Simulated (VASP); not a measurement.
Wanted: the native input for a VASP 6.6.1 run.

- Task: relaxation of cell and atoms
- Functional: PBE
- Potentials or basis: VASP PAW PBE potentials, release 64 (B)
- Cutoff: 600 eV
- k mesh: 34 × 34 × 34
- Occupations: gaussian, width 0.1 eV
- Spin: no spin polarisation
- Dipole correction: no
- Further INCAR settings: ALGO = Fast; EDIFF = 1e-07; IBRION = 2; EDIFFG = -0.01; NSW = 100; ISIF = 3

The structure of B lies in POSCAR:

```
B
1.0
   -0.9246168239      1.4022290137      2.5777504412
    0.9246168239     -1.4022290137      2.5777504412
    0.9246168239      1.4022290137     -2.5777504412
B
2
Direct
    0.6670057430      0.1670057430      0.5000000000
    0.3329942570      0.8329942570      0.5000000000
```

One way to write it, as run:

INCAR

```
PREC = Accurate
ENCUT = 600
EDIFF = 1E-7
ISMEAR = 0
SIGMA = 0.1
LREAL = False
LASPH = True
NELM = 60
ALGO = Fast
ISIF = 3
LWAVE = False
LCHARG = False
GGA = PE
IBRION = 2
NSW = 100
EDIFFG = -0.01
```

KPOINTS

```
Automatic mesh
0
Gamma
  34 34 34
```

Potentials or basis: VASP PAW PBE potentials, release 64 (B).

The run is started by

```bash
$ cat potpaw_PBE.64/B/POTCAR > POTCAR
$ mpirun -np 1 vasp_std > vasp.out
```

Results of the run:

* Relaxed volume: 6.70 Å³/atom
* Relaxed cell: a = 3.075 Å, b = 3.075 Å, c = 3.075 Å, α = 144.98°, β = 125.55°, γ = 66.40°
* Space group after relaxing (to 0.1 Å): Immm (No. 71)
* Energy gained by relaxing: 0.2 meV/atom
* Ionic steps: 6
* Pressure after relaxing: 0.0 GPa
* Largest force after relaxing: 0.008 eV/Å
* Band gap on the k mesh: zero (bands 3 and 4 overlap by 1.46 eV)

It took 68 min on 1 thread of Oxide Virtual Turin-like Processor, with other jobs on the host, peak memory 0.67 GiB.
